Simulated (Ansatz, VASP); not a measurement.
**La in VASP and in Ansatz**

The input POSCAR:

```
La
1.0
    0.0000000000      3.1910008197      3.1910008197
    3.1910008197      0.0000000000      3.1910008197
    3.1910008197      3.1910008197      0.0000000000
La
2
Direct
    0.1250000000      0.1250000000      0.1250000000
    0.8750000000      0.8750000000      0.8750000000
```

The input INCAR.step1:

```
SYSTEM = La
  ALGO = Normal
  EDIFF = 1E-5
  ENCUT = 550
  GGA = PE
  GGA_COMPAT = .False.
  ISMEAR = -1
  LASPH = .True.
  LCHARG = .False.
  LMAXMIX = 6
  LREAL = .False.
  LWAVE = .True.
  NBANDS = 18
  NELM = 200
  PREC = Accurate
  SIGMA = 0.1
```

INCAR.step2

```
SYSTEM = La
  ALGO = Normal
  EDIFF = 1E-6
  ENCUT = 550
  GGA_COMPAT = .False.
  ISIF = 2
  ISMEAR = -1
  ISTART = 1
  LASPH = .True.
  LCHARG = .False.
  LMAXMIX = 6
  LMIXTAU = .True.
  LREAL = .False.
  LWAVE = .False.
  METAGGA = R2SCAN
  NBANDS = 18
  NELM = 200
  PREC = Accurate
  SIGMA = 0.1
```

The input KPOINTS:

```
k-points
0
Gamma
  9 9 9
  0 0 0
```

Input for Ansatz:

```yaml
crystal:
  lattice:
    - [0.0, 3.1910008197, 3.1910008197]
    - [3.1910008197, 0.0, 3.1910008197]
    - [3.1910008197, 3.1910008197, 0.0]
  atoms:
    - { symbol: La, position: [0.125, 0.125, 0.125] }
    - { symbol: La, position: [0.875, 0.875, 0.875] }
hamiltonian:
  xc: r2scan
  pseudopotentials:
    kind: paw
    azcp:
      La: "pseudopotentials/La.paw.azcp"
basis:
  ecutwfc: 500
  fft_grid_basis: typed
kpoints:
  mp_grid: { grid: [9, 9, 9], shift: [0, 0, 0] }
magnetization:
  spin_polarized: false
scf:
  occupations: { method: fermi_dirac, width: 0.1 }
  lower_state_search: "off"
output:
  stress: true
```

Alike in both runs: task single point; functional r2SCAN; k mesh 9 × 9 × 9; occupations fermi-dirac, width 0.1 eV; no spin polarisation.

|  | VASP | Ansatz |
| --- | --- | --- |
| version | VASP 6.6.1 | Ansatz 0.2.0 |
| potentials or method | VASP PAW PBE potentials, release 64 (La), cutoff 550 eV | plane waves (500 eV) with PAW, scalar-relativistic |
| valence electrons in the cell | 22 | 22 |

|  | VASP | Ansatz | Ansatz less VASP |
| --- | --- | --- | --- |
| pressure (GPa) | 8.6 | 8.8 | +0.17 |

VASP's potentials were made for PBE, not for r2SCAN.

Spin-orbit coupling is off throughout.
